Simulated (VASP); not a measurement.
# CsCl in VASP: single point with PBEsol

Aim: the single point of CsCl with PBEsol.

Program: VASP 6.6.1. These are calculated values, not measurements. Logs are shortened: lines on timing, memory, paths and dates and some standing lists are left out, and cuts for length are marked.

### Step 1. The cell of the first run

The cell holds a slab with vacuum, 6 atoms: a = 4.065 Å, b = 5.749 Å, c = 22.749 Å, α = 90.00°, β = 90.00°, γ = 90.00°.

### Step 2. Single point, PBEsol

The input, INCAR:

```
SYSTEM = CsCl
ALGO = Normal
DIPOL = 0.5 0.5 0.498
EDIFF = 1E-6
ENCUT = 400
GGA = PS
GGA_COMPAT = .FALSE.
IDIPOL = 3
ISIF = 2
ISMEAR = 0
LASPH = .TRUE.
LCHARG = .FALSE.
LDIPOL = .TRUE.
LREAL = .FALSE.
LWAVE = .FALSE.
NBANDS = 33
NELM = 120
NELMDL = -8
PREC = Accurate
SIGMA = 0.05
```

The input, KPOINTS:

```
k-points
0
G
  7 5 1
  0 0 0
```

The input, POSCAR:

```
CsCl
1.0
    4.0653527155      0.0000000000      0.0000000000
    0.0000000000      5.7492769461      0.0000000000
    0.0000000000      0.0000000000     22.7492769461
Cs Cl
3 3
Direct
    0.0000000000      0.5000000000      0.3736382488
    0.0000000000      0.0000000000      0.4979869038
    0.0000000000      0.5000000000      0.6221516785
    0.5000000000      0.0000000000      0.3736382488
    0.5000000000      0.5000000000      0.4977387753
    0.5000000000      0.0000000000      0.6220849276
```

Potentials or basis: VASP PAW PBE potentials, release 64 (Cs_sv, Cl).

The run is started by

```console
$ cat potpaw_PBE.64/Cs_sv/POTCAR potpaw_PBE.64/Cl/POTCAR > POTCAR
$ mpirun -np 1 vasp_std > vasp.out
```

OUTCAR:

```text
SYSTEM = CsCl
   EDIFF = 1E-6
   ENCUT = 400
   GGA = PS
   ISIF = 2
   ISMEAR = 0
   LASPH = .TRUE.
   LREAL = .FALSE.
   NELM = 120
   NELMDL = -8
   PREC = Accurate

 ion  position               nearest neighbor table
   1  0.000  0.500  0.374-
   2  0.000  0.000  0.498-
   3  0.000  0.500  0.622-
   4  0.500  0.000  0.374-
   5  0.500  0.500  0.498-
   6  0.500  0.000  0.622-

  LATTYP: Found a simple orthorhombic cell.
 ALAT       =     4.0653527155
 B/A-ratio  =     1.4142135624
 C/A-ratio  =     5.5958925432

  Lattice vectors:

 A1 = (   4.0653527155,   0.0000000000,   0.0000000000)
 A2 = (   0.0000000000,   5.7492769461,   0.0000000000)
 A3 = (   0.0000000000,   0.0000000000,  22.7492769461)

Analysis of symmetry for initial positions (statically):
=====================================================================
 Subroutine PRICEL returns:
 Original cell was already a primitive cell.

 Routine SETGRP: Setting up the symmetry group for a
 simple orthorhombic supercell.

 Subroutine GETGRP returns: Found  4 space group operations
 (whereof  4 operations were pure point group operations)
 out of a pool of  8 trial point group operations.

The static configuration has the point symmetry C_2v.

Analysis of symmetry for dynamics (positions and initial velocities):
=====================================================================
 Subroutine PRICEL returns:
 Original cell was already a primitive cell.

 Routine SETGRP: Setting up the symmetry group for a
 simple orthorhombic supercell.

 Subroutine GETGRP returns: Found  4 space group operations
 (whereof  4 operations were pure point group operations)
 out of a pool of  8 trial point group operations.

The dynamic configuration has the point symmetry C_2v.

 Subroutine INISYM returns: Found  4 space group operations
 (whereof  4 operations are pure point group operations),
 and found     1 'primitive' translations

----------------------------------------------------------------------------------------

                                     Primitive cell

  volume of cell :     531.7152

  direct lattice vectors                    reciprocal lattice vectors
     4.065352716  0.000000000  0.000000000     0.245981117  0.000000000  0.000000000
     0.000000000  5.749276946  0.000000000     0.000000000  0.173934916  0.000000000
     0.000000000  0.000000000 22.749276946     0.000000000  0.000000000  0.043957441

  length of vectors
     4.065352716  5.749276946 22.749276946     0.245981117  0.173934916  0.043957441

  position of ions in fractional coordinates (direct lattice)
     0.000000000  0.500000000  0.373638249
     0.000000000  0.000000000  0.497986904
     0.000000000  0.500000000  0.622151679
     0.500000000  0.000000000  0.373638249
     0.500000000  0.500000000  0.497738775
     0.500000000  0.000000000  0.622084928

  ion indices of the primitive-cell ions
   primitive index   ion index
                 1           1
                 2           2
                 3           3
                 4           4
                 5           5
                 6           6

----------------------------------------------------------------------------------------

 KPOINTS: k-points

Automatic generation of k-mesh.
 Grid dimensions read from file:
 generate k-points for:    7    5    1

 Generating k-lattice:

  Cartesian coordinates                     Fractional coordinates (reciprocal lattice)
     0.035140160  0.000000000  0.000000000     0.142857143  0.000000000  0.000000000
     0.000000000  0.034786983  0.000000000     0.000000000  0.200000000  0.000000000
     0.000000000  0.000000000  0.043957441     0.000000000  0.000000000  1.000000000

  Length of vectors
     0.035140160  0.034786983  0.043957441

  Shift w.r.t. Gamma in fractional coordinates (k-lattice)
     0.000000000  0.000000000  0.000000000

 Subroutine IBZKPT returns following result:
 ===========================================

 Found     12 irreducible k-points:

 Following reciprocal coordinates:
            Coordinates               Weight
  0.000000  0.000000  0.000000      1.000000
  0.142857  0.000000  0.000000      2.000000
  0.285714  0.000000  0.000000      2.000000
  0.428571  0.000000  0.000000      2.000000
  0.000000  0.200000  0.000000      2.000000
  0.142857  0.200000  0.000000      4.000000
  0.285714  0.200000  0.000000      4.000000
  0.428571  0.200000  0.000000      4.000000
  0.000000  0.400000  0.000000      2.000000
  0.142857  0.400000  0.000000      4.000000
  0.285714  0.400000  0.000000      4.000000
  0.428571  0.400000  0.000000      4.000000
   k-points           NKPTS =     12   k-points in BZ     NKDIM =     12   number of bands    NBANDS=     33
   number of dos      NEDOS =    301   number of ions     NIONS =      6
   total plane-waves  NPLWV = 168000
   dimension x,y,z NGX =    28 NGY =   40 NGZ =  150
   dimension x,y,z NGXF=    56 NGYF=   80 NGZF=  300
   ions per type =               3   3
   NGX,Y,Z   is equivalent  to a cutoff of  11.45, 11.57, 10.96 a.u.
   NGXF,Y,Z  is equivalent  to a cutoff of  22.90, 23.13, 21.92 a.u.
 SYSTEM =  CsCl
   PREC   = accura    normal or accurate (medium, high low for compatibility)
   ISTART =      0    job   : 0-new  1-cont  2-samecut
   ICHARG =      2    charge: 1-file 2-atom 10-const
   ISPIN  =      1    spin polarized calculation?
   LNONCOLLINEAR =      F non collinear calculations
   LSORBIT =      F    spin-orbit coupling
   LASPH  =      T    aspherical Exc in radial PAW
   ENCUT  =  400.0 eV  29.40 Ry    5.42 a.u.   6.63  9.38 37.10*2*pi/ulx,y,z
   NELM   =    120;   NELMIN=  2; NELMDL= -8     # of ELM steps
   EDIFF  = 0.1E-05   stopping-criterion for ELM
   LREAL  =      F    real-space projection
   EDIFFG = 0.1E-04   stopping-criterion for IOM
   NSW    =      0    number of steps for IOM
   IBRION =     -1    ionic relax: 0-MD 1-quasi-New 2-CG
   NFREE  =      0    steps in history (QN), initial steepest desc. (CG)
   ISIF   =      2    stress and relaxation
   ISYM   =      2    0-nonsym 1-usesym 2-fastsym
   POTIM  = 0.5000    time-step for ionic-motion
   TEBEG  =    0.0;   TEEND  =   0.0 temperature during run
   PSTRESS=    0.0 pullay stress
   NELECT =      48.0000    total number of electrons
   NUPDOWN=      -1.0000    fix difference up-down
   EMIN   =  10.00;   EMAX   =-10.00  energy-range for DOS
   EFERMI =   0.00;   METHOD = LEGACY
   ISMEAR =     0;   SIGMA  =   0.05  broadening in eV -4-tet -1-fermi 0-gaus
   EFERMI_NEDOS =   21; number of points for ismear=-14 and -15
   IALGO  =     38    algorithm
   IMIX   =      4    mixing-type and parameters
     AMIX     =   0.40;   BMIX     =  1.00
     AMIX_MAG =   1.60;   BMIX_MAG =  1.00
  volume/ion in A,a.u.               =      88.62       598.03
  Fermi-wavevector in a.u.,A,eV,Ry     =   0.734394  1.387803  7.338084  0.539334
  Thomas-Fermi vector in A             =   1.827336
   LORBIT       =      0    0 simple, 1 ext, 2 COOP (PROOUT), +10 PAW based schemes
   GGA     = PS    functional components
   LHFCALC =     F    Hartree Fock is set to
   AEXX    =    0.0000 exact exchange contribution
   IVDW    =     0    specifies the selected vdW correction
   LEPSILON=     F    determine dielectric tensor
   LRPA    =     F    only Hartree local field effects (RPA)
 non-spin polarized calculation
 Gauss-broadening in eV      SIGMA  =   0.05
  energy-cutoff  :      400.00
  volume of cell :      531.72
 maximum number of plane-waves:      9701
 NGX is ok and might be reduce to    28
   NGX = 13   NGY = 19   NGZ = 75

 number of electron      48.0000002 magnetization

 dipolmoment           0.000000      0.000000     -0.003198 electrons x Angstroem

 Free energy of the ion-electron system (eV)
  ---------------------------------------------------
  ext. energy  EPLUGINS =         0.00000000
  ---------------------------------------------------
  free energy    TOTEN  =       -20.04503966 eV

  energy without entropy =      -20.04503966  energy(sigma->0) =      -20.04503966

 E-fermi :  -3.0473     XC(G=0):  -3.6944

 val. band max:       -3.3048791195   @ k =   0.0000   0.0000   0.0000
 cond. band min:       1.0910915455   @ k =   0.0000   0.0000   0.0000
 fundamental gap:      4.3959706650
 Fermi energy:        -3.0473416643

 k-point     1 :       0.0000    0.0000    0.0000
  band No.  band energies     occupation
      1     -23.2034      2.00000
      2     -23.1775      2.00000
      3     -22.7206      2.00000
      4     -15.9593      2.00000
      5     -15.5025      2.00000
      6     -15.4594      2.00000
[... 25 lines left out ...]
     32       2.6786      0.00000
     33       3.1696      0.00000

 k-point     2 :       0.1429    0.0000    0.0000
  band No.  band energies     occupation
      1     -23.1872      2.00000
      2     -23.1616      2.00000
      3     -22.7046      2.00000
      4     -15.9515      2.00000
      5     -15.4905      2.00000
      6     -15.4524      2.00000
[... 25 lines left out ...]
     32       3.1022      0.00000
     33       3.3274      0.00000
[... 322 lines left out ...]
     32       3.7047      0.00000
     33       3.7806      0.00000

 k-point    12 :       0.4286    0.4000    0.0000
  band No.  band energies     occupation
      1     -23.1147      2.00000
      2     -23.0916      2.00000
      3     -22.6445      2.00000
      4     -15.9020      2.00000
      5     -15.4378      2.00000
      6     -15.4144      2.00000
[... 25 lines left out ...]
     32       3.6917      0.00000
     33       3.9484      0.00000

------------------------ aborting loop because EDIFF is reached ----------------------------------------

 vacuum level on the upper side and lower side of the slab       (xc-potential included)        -0.120        -0.100

  FORCE on cell =-STRESS in cart. coord.  units (eV):
  Direction    XX          YY          ZZ          XY          YZ          ZX
  --------------------------------------------------------------------------------------
  -------------------------------------------------------------------------------------
  Total        0.6016665     -2.1804300      0.0661724      0.0000000      0.0000000      0.0000000
  in kB        1.8129564     -6.5701257      0.1993923      0.0000000      0.0000000      0.0000000
  external PRESSURE =      -1.5192590 kB  Pullay stress =       0.0000000 kB

 VOLUME and BASIS-vectors are now :
 -----------------------------------------------------------------------------
  energy-cutoff  :      400.00
  volume of cell :      531.72
      direct lattice vectors                 reciprocal lattice vectors
     4.065352716  0.000000000  0.000000000     0.245981117  0.000000000  0.000000000
     0.000000000  5.749276946  0.000000000     0.000000000  0.173934916  0.000000000
     0.000000000  0.000000000 22.749276946     0.000000000  0.000000000  0.043957441

 POSITION                                       TOTAL-FORCE (eV/Angst)
 -----------------------------------------------------------------------------------
      0.00000      2.87464      8.50000         0.000000      0.000000     -0.009761
      0.00000      0.00000     11.32884         0.000000      0.000000     -0.010590
      0.00000      2.87464     14.15350         0.000000      0.000000      0.001700
      2.03268      0.00000      8.50000         0.000000      0.000000     -0.010797
      2.03268      2.87464     11.32320         0.000000      0.000000      0.010766
      2.03268      0.00000     14.15198         0.000000      0.000000      0.018682
 -----------------------------------------------------------------------------------
    total drift:                                0.000000      0.000000     -0.000124

  FREE ENERGIE OF THE ION-ELECTRON SYSTEM (eV)
  ---------------------------------------------------
  free  energy   TOTEN  =       -20.0450396626 eV

  energy  without entropy=      -20.0450396626  energy(sigma->0) =      -20.04503966

 vacuum level on the upper side and lower side of the slab         2.003         2.024
```

Wall time 4.4 min (1 thread of Intel Xeon Platinum 8259CL at 2.50GHz (Skylake/Cascade Lake), shared host); peak memory 0.47 GiB.

Results:

```yaml
Free_energy: -20.0450 eV
Largest_force: 0.019 eV/Å
Band_gap_on_the_k_mesh: 4.40 eV
```

Forces on the atoms (eV/Å):
```
Cs   0.000  0.000 -0.010
Cs   0.000  0.000 -0.011
Cs   0.000  0.000  0.002
Cl   0.000  0.000 -0.011
Cl   0.000  0.000  0.011
Cl   0.000  0.000  0.019
```

Caveat: the PAW data sets were made with another functional, which shifts forces and pressure a little; spin-orbit coupling is left out, which moves the levels of the heavy elements.
